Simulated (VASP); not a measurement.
# Mg12SiCl4O12 in VASP: single point with PBE+D3(BJ)

Aim: the single point of Mg12SiCl4O12 with PBE+D3(BJ).

Everything below comes from runs of VASP 6.6.1. Logs are shortened: lines on timing, memory, paths and dates and some standing lists are left out, and cuts for length are marked.

### 1 The cell of the first run

The cell holds a slab with vacuum, 29 atoms: a = 5.729 Å, b = 5.729 Å, c = 20.847 Å, α = 90.00°, β = 90.00°, γ = 60.00°.

### 2 Single point, PBE+D3(BJ)

File INCAR:

```
SYSTEM = Mg12SiCl4O12
PREC = Accurate
ENCUT = 520
EDIFF = 1E-6
ISMEAR = -1
SIGMA = 0.05
LREAL = Auto
LASPH = .TRUE.
NELM = 80
ALGO = Normal
ISIF = 2
LWAVE = .FALSE.
LCHARG = .FALSE.
GGA = PE
IVDW = 12
NBANDS = 84
```

File KPOINTS:

```
Automatic mesh
0
G
  2 2 1
  0 0 0
```

File POSCAR:

```
Mg12SiCl4O12
1.0
    5.7289790000      0.0000000000      0.0000000000
    2.8644900000      4.9614410000      0.0000000000
    0.0000000000      0.0000000000     20.8471150000
Mg O Si Cl
12 12 1 4
Direct
    0.0000000000      0.0000000000      0.0479682680
   -0.0000057889      0.4999958681      0.0479682680
    0.5000018328      0.0000000000      0.0479682680
    0.4999960439      0.4999958681      0.0479682680
    0.6666427955      0.6667216238      0.1777560108
    0.6666640627      0.1666249785      0.1777608077
    0.1666711958      0.6666611575      0.1777656045
    0.1666870624      0.1666451339      0.1777943855
    0.3338745869      0.3324638951      0.3111269833
    0.3340318244      0.8327620947      0.3113956056
    0.8316032488      0.3342174179      0.3109974690
    0.8344059510      0.8335884675      0.3111461706
    0.3333307254      0.8333264469      0.1040623607
    0.3333365143      0.3333305788      0.1040623607
    0.8333325582      0.8333264469      0.1040623607
    0.8333383471      0.3333305788      0.1040623607
   -0.0000387223      0.5000966453      0.2302716707
    0.0000287331      0.9999111145      0.2303340294
    0.4999658108      0.5000563344      0.2303772009
    0.5000379433      0.9999312700      0.2303388263
    0.6663774034      0.1666048231      0.3563802473
    0.6671337990      0.6696844727      0.3552577899
    0.1633806679      0.1666249785      0.3541785038
    0.1712483005      0.6634765988      0.3552242121
    1.0114684621      0.4912282540      0.5028321665
    0.6870063503      0.4812916248      0.4699067473
    1.3473836473      0.1642063263      0.4700698394
    1.0039837350      0.8245789882      0.4697916234
    1.0129982465      0.4900189280      0.6011287413
```

Potentials or basis: VASP PAW PBE potentials, release 64 (Mg, O, Si, Cl).

The run is started by

```
cat potpaw_PBE.64/Mg/POTCAR potpaw_PBE.64/O/POTCAR potpaw_PBE.64/Si/POTCAR potpaw_PBE.64/Cl/POTCAR > POTCAR
mpirun -np 1 vasp_std > vasp.out
```

OUTCAR:

```text
SYSTEM = Mg12SiCl4O12
   PREC = Accurate
   ENCUT = 520
   EDIFF = 1E-6
   ISMEAR = -1
   LREAL = Auto
   LASPH = .TRUE.
   NELM = 80
   ISIF = 2
   GGA = PE
   IVDW = 12
 IVDW          = 12

 ion  position               nearest neighbor table
   1  0.000  0.000  0.048-  16 2.03  13 2.03  15 2.03   2 2.86   3 2.86   4 2.86   4 2.86   3 2.86
                             2 2.86   6 3.17   7 3.17   8 3.17
   2  1.000  0.500  0.048-  16 2.03  15 2.03  14 2.03   1 2.86   4 2.86   3 2.86   3 2.86   4 2.86
                             1 2.86   5 3.17   7 3.17   8 3.17
   3  0.500  0.000  0.048-  14 2.03  15 2.03  13 2.03   4 2.86   1 2.86   2 2.86   2 2.86   1 2.86
                             4 2.86   5 3.17   6 3.17   8 3.17
   4  0.500  0.500  0.048-  14 2.03  13 2.03  16 2.03   3 2.86   2 2.86   1 2.86   1 2.86   2 2.86
                             3 2.86   5 3.17   7 3.17   6 3.17
   5  0.667  0.667  0.178-  17 1.98  20 1.98  19 1.98  15 2.26  13 2.26  16 2.26   6 2.86   8 2.86
                             7 2.86   7 2.86   8 2.86   6 2.86   3 3.17   2 3.17   4 3.17  11 3.23
   6  0.667  0.167  0.178-  20 1.98  18 1.98  19 1.98  15 2.26  14 2.26  16 2.26   5 2.86   8 2.86
                             7 2.86   7 2.86   8 2.86   5 2.86   3 3.17   1 3.17   4 3.17  11 3.23
   7  0.167  0.667  0.178-  17 1.98  18 1.98  19 1.98  13 2.26  14 2.26  15 2.26   6 2.86   8 2.86
                             5 2.86   5 2.86   8 2.86   6 2.86   4 3.17   1 3.17   2 3.17  12 3.23
   8  0.167  0.167  0.178-  17 1.98  20 1.98  18 1.98  13 2.26  14 2.26  16 2.26   5 2.86   6 2.86
                             7 2.86   7 2.86   6 2.86   5 2.86   3 3.17   1 3.17   2 3.17   9 3.23
   9  0.334  0.332  0.311-  24 1.88  23 1.89  21 1.90  20 2.36  19 2.36  17 2.36  11 2.86  10 2.86
[... 4 lines left out ...]
                            12 2.86  12 2.87   9 2.87  10 2.88   6 3.23   5 3.23   8 3.24
  12  0.834  0.834  0.311-  22 1.88  21 1.90  24 1.91  18 2.36  17 2.36  20 2.36  10 2.86  11 2.86
                             9 2.86   9 2.87  11 2.87  10 2.87   7 3.23   6 3.23   5 3.24
  13  0.333  0.833  0.104-   4 2.03   1 2.03   3 2.03   5 2.26   7 2.26   8 2.26
  14  0.333  0.333  0.104-   4 2.03   3 2.03   2 2.03   6 2.26   7 2.26   8 2.26
  15  0.833  0.833  0.104-   2 2.03   3 2.03   1 2.03   5 2.26   6 2.26   7 2.26
  16  0.833  0.333  0.104-   2 2.03   1 2.03   4 2.03   5 2.26   6 2.26   8 2.26
  17  1.000  0.500  0.230-   7 1.98   5 1.98   8 1.98  12 2.36  11 2.36   9 2.36
  18  0.000  1.000  0.230-   7 1.98   8 1.98   6 1.98  12 2.36  11 2.36  10 2.37
  19  0.500  0.500  0.230-   7 1.98   5 1.98   6 1.98  11 2.35   9 2.36  10 2.36
  20  0.500  1.000  0.230-   5 1.98   8 1.98   6 1.98   9 2.36  10 2.36  12 2.36
  21  0.666  0.167  0.356-   9 1.90  12 1.90  11 1.90
  22  0.667  0.670  0.355-  12 1.88  10 1.89  11 1.90
  23  0.163  0.167  0.354-  11 1.88  10 1.88   9 1.89
  24  0.171  0.663  0.355-   9 1.88  10 1.88  12 1.91
  25  0.011  0.491  0.503-  26 2.01  28 2.01  27 2.02  29 2.05
  26  0.687  0.481  0.470-  25 2.01
  27  0.347  0.164  0.470-  25 2.02
  28  0.004  0.825  0.470-  25 2.01
  29  0.013  0.490  0.601-  25 2.05

  LATTYP: Found a hexagonal cell.
 ALAT       =     5.7289789454
 C/A-ratio  =     3.6388883951

  Lattice vectors:

 A1 = (  -2.8644900000,  -4.9614410000,   0.0000000000)
 A2 = (   5.7289790000,   0.0000000000,   0.0000000000)
 A3 = (   0.0000000000,   0.0000000000,  20.8471150000)

Analysis of symmetry for initial positions (statically):
=====================================================================
 Subroutine PRICEL returns:
 Original cell was already a primitive cell.

 Routine SETGRP: Setting up the symmetry group for a
 hexagonal supercell.

 Subroutine GETGRP returns: Found  1 space group operations
 (whereof  1 operations were pure point group operations)
 out of a pool of 24 trial point group operations.

The static configuration has the point symmetry C_1 .

Analysis of symmetry for dynamics (positions and initial velocities):
=====================================================================
 Subroutine PRICEL returns:
 Original cell was already a primitive cell.

 Routine SETGRP: Setting up the symmetry group for a
 hexagonal supercell.

 Subroutine GETGRP returns: Found  1 space group operations
 (whereof  1 operations were pure point group operations)
 out of a pool of 24 trial point group operations.

The dynamic configuration has the point symmetry C_1 .

 Subroutine INISYM returns: Found  1 space group operations
 (whereof  1 operations are pure point group operations),
 and found     1 'primitive' translations

----------------------------------------------------------------------------------------

[... 76 lines left out ...]

 KPOINTS: Automatic mesh

Automatic generation of k-mesh.
 Grid dimensions read from file:
 generate k-points for:    2    2    1

 Generating k-lattice:

  Cartesian coordinates                     Fractional coordinates (reciprocal lattice)
     0.087275586 -0.050388595  0.000000000     0.500000000  0.000000000  0.000000000
     0.000000000  0.100777173  0.000000000     0.000000000  0.500000000  0.000000000
     0.000000000  0.000000000  0.047968268     0.000000000  0.000000000  1.000000000

  Length of vectors
     0.100777172  0.100777173  0.047968268

  Shift w.r.t. Gamma in fractional coordinates (k-lattice)
     0.000000000  0.000000000  0.000000000

 Subroutine IBZKPT returns following result:
 ===========================================

 Found      4 irreducible k-points:

 Following reciprocal coordinates:
            Coordinates               Weight
  0.000000  0.000000  0.000000      1.000000
  0.500000  0.000000  0.000000      1.000000
  0.500000  0.500000  0.000000      1.000000
  0.000000  0.500000  0.000000      1.000000
   k-points           NKPTS =      4   k-points in BZ     NKDIM =      4   number of bands    NBANDS=     84
   number of dos      NEDOS =    301   number of ions     NIONS =     29
   total plane-waves  NPLWV = 368640
   dimension x,y,z NGX =    48 NGY =   48 NGZ =  160
   dimension x,y,z NGXF=    96 NGYF=   96 NGZF=  320
   ions per type =              12  12   1   4
   NGX,Y,Z   is equivalent  to a cutoff of  13.93, 13.93, 12.76 a.u.
   NGXF,Y,Z  is equivalent  to a cutoff of  27.86, 27.86, 25.52 a.u.
 SYSTEM =  Mg12SiCl4O12
   PREC   = accura    normal or accurate (medium, high low for compatibility)
   ISTART =      0    job   : 0-new  1-cont  2-samecut
   ICHARG =      2    charge: 1-file 2-atom 10-const
   ISPIN  =      1    spin polarized calculation?
   LNONCOLLINEAR =      F non collinear calculations
   LSORBIT =      F    spin-orbit coupling
   LASPH  =      T    aspherical Exc in radial PAW
   ENCUT  =  520.0 eV  38.22 Ry    6.18 a.u.  10.65 10.65 38.76*2*pi/ulx,y,z
   NELM   =     80;   NELMIN=  2; NELMDL= -5     # of ELM steps
   EDIFF  = 0.1E-05   stopping-criterion for ELM
   LREAL  =      T    real-space projection
   EDIFFG = 0.1E-04   stopping-criterion for IOM
   NSW    =      0    number of steps for IOM
   IBRION =     -1    ionic relax: 0-MD 1-quasi-New 2-CG
   NFREE  =      0    steps in history (QN), initial steepest desc. (CG)
   ISIF   =      2    stress and relaxation
   ISYM   =      2    0-nonsym 1-usesym 2-fastsym
   POTIM  = 0.5000    time-step for ionic-motion
   TEBEG  =    0.0;   TEEND  =   0.0 temperature during run
   PSTRESS=    0.0 pullay stress
   NELECT =     128.0000    total number of electrons
   NUPDOWN=      -1.0000    fix difference up-down
   EMIN   =  10.00;   EMAX   =-10.00  energy-range for DOS
   EFERMI =   0.00;   METHOD = LEGACY
   ISMEAR =    -1;   SIGMA  =   0.05  broadening in eV -4-tet -1-fermi 0-gaus
   EFERMI_NEDOS =   21; number of points for ismear=-14 and -15
   IALGO  =     38    algorithm
   IMIX   =      4    mixing-type and parameters
     AMIX     =   0.40;   BMIX     =  1.00
     AMIX_MAG =   1.60;   BMIX_MAG =  1.00
  volume/ion in A,a.u.               =      20.43       137.89
  Fermi-wavevector in a.u.,A,eV,Ry     =   0.982278  1.856237 13.127858  0.964870
  Thomas-Fermi vector in A             =   2.113349
   LORBIT       =      0    0 simple, 1 ext, 2 COOP (PROOUT), +10 PAW based schemes
   GGA     = PE    functional components
   LHFCALC =     F    Hartree Fock is set to
   AEXX    =    0.0000 exact exchange contribution
   IVDW    =    12    specifies the selected vdW correction
   LEPSILON=     F    determine dielectric tensor
   LRPA    =     F    only Hartree local field effects (RPA)
 non-spin polarized calculation
  energy-cutoff  :      520.00
  volume of cell :      592.56
 maximum number of plane-waves:     16025
 NGX is ok and might be reduce to    48
   NGX = 21   NGY = 21   NGZ = 77

 number of electron     127.9999993 magnetization

 Free energy of the ion-electron system (eV)
  ---------------------------------------------------
  ext. energy  EPLUGINS =         0.00000000
  ---------------------------------------------------
  free energy    TOTEN  =      -138.52987583 eV

  energy without entropy =     -138.26159437  energy(sigma->0) =     -138.39573510

 E-fermi :  -0.5972     XC(G=0):  -6.8417

 val. band max:       -0.6024100965   @ k =   0.5000   0.5000   0.0000
 cond. band min:      -0.3740893843   @ k =   0.0000   0.0000   0.0000
 fundamental gap:      0.2283207121
 Fermi energy:        -0.5972477773

 k-point     1 :       0.0000    0.0000    0.0000
  band No.  band energies     occupation
      1     -19.0839      2.00000
      2     -18.0506      2.00000
      3     -18.0483      2.00000
      4     -18.0478      2.00000
      5     -17.6187      2.00000
      6     -16.9949      2.00000
[... 305 lines left out ...]
     75       5.9577      0.00000
     76       5.9989      0.00000
 [bands above 76 left out]

------------------------ aborting loop because EDIFF is reached ----------------------------------------

 Edisp (eV)   -6.33539

 E8    (eV) :    -2.4972

  FORCE on cell =-STRESS in cart. coord.  units (eV):
  Direction    XX          YY          ZZ          XY          YZ          ZX
  --------------------------------------------------------------------------------------
  -------------------------------------------------------------------------------------
  Total      35.51799    35.35406   -20.33522     0.16964    -0.10049    -0.03406
  in kB      96.03465    95.59140   -54.98301     0.45869    -0.27170    -0.09211
  external pressure =       45.55 kB  Pullay stress =        0.00 kB

 VOLUME and BASIS-vectors are now :
 -----------------------------------------------------------------------------
  energy-cutoff  :      520.00
  volume of cell :      592.56
      direct lattice vectors                 reciprocal lattice vectors
     5.728979000  0.000000000  0.000000000     0.174551172 -0.100777191  0.000000000
     2.864490000  4.961441000  0.000000000     0.000000000  0.201554347  0.000000000
     0.000000000  0.000000000 20.847115000     0.000000000  0.000000000  0.047968268

 POSITION                                       TOTAL-FORCE (eV/Angst)
 -----------------------------------------------------------------------------------
      0.00000      0.00000      1.00000        -0.003479      0.001846      1.142563
      7.16118      2.48070      1.00000         0.000589     -0.000873      1.146916
      2.86450      0.00000      1.00000         0.002617      0.002944      1.142353
      4.29670      2.48070      1.00000         0.000740     -0.004564      1.140618
      5.72900      3.30790      3.70570         0.003524      0.001629      0.094804
      4.29660      0.82670      3.70580         0.000635      0.000340      0.093540
[... 21 lines left out ...]
      2.38482      4.09110      9.79380         0.075076      0.198209      0.444052
      1.47812      2.43120     12.53180        -0.001531      0.023828     -0.072275
 -----------------------------------------------------------------------------------
    total drift:                               -0.001398      0.003045      0.064015

  FREE ENERGIE OF THE ION-ELECTRON SYSTEM (eV)
  ---------------------------------------------------
  free  energy   TOTEN  =      -144.8652692940 eV

  energy  without entropy=     -144.5969878332  energy(sigma->0) =     -144.73112856
```

Wall time 17 min (1 thread of Intel Xeon Platinum 8259CL at 2.50GHz (Skylake/Cascade Lake), shared host); peak memory 0.8 GiB.

What came out:

```
Free energy                : -144.8653 eV
Largest force              : 1.701 eV/Å
Band gap on the k mesh     : zero (bands 64 and 65 overlap by 0.25 eV)
Dispersion energy per atom : -0.218 eV
```

Forces on the atoms (eV/Å):
```
Mg  -0.003  0.002  1.143
Mg   0.001 -0.001  1.147
Mg   0.003  0.003  1.142
Mg   0.001 -0.005  1.141
Mg   0.004  0.002  0.095
Mg   0.001  0.000  0.094
Mg   0.002 -0.004  0.093
Mg  -0.006  0.001  0.100
Mg  -0.016 -0.185 -1.683
Mg   0.043  0.013 -1.639
Mg  -0.169  0.110 -1.689
Mg   0.192  0.062 -1.627
O    0.001  0.000 -0.211
O   -0.002 -0.004 -0.209
O    0.004  0.000 -0.216
O   -0.003  0.004 -0.208
O    0.003  0.012  0.268
O   -0.011 -0.020  0.273
O    0.011  0.007  0.293
O   -0.003 -0.001  0.268
O    0.028 -0.024  0.013
O   -0.015  0.034 -0.043
O    0.021 -0.003  0.113
O   -0.075  0.008 -0.072
Si   0.063 -0.192  0.080
Cl  -0.169 -0.028  0.471
Cl   0.023 -0.015  0.489
Cl   0.075  0.198  0.444
Cl  -0.002  0.024 -0.072
```

Caveat: the k points lie up to 0.63 Å⁻¹ apart.
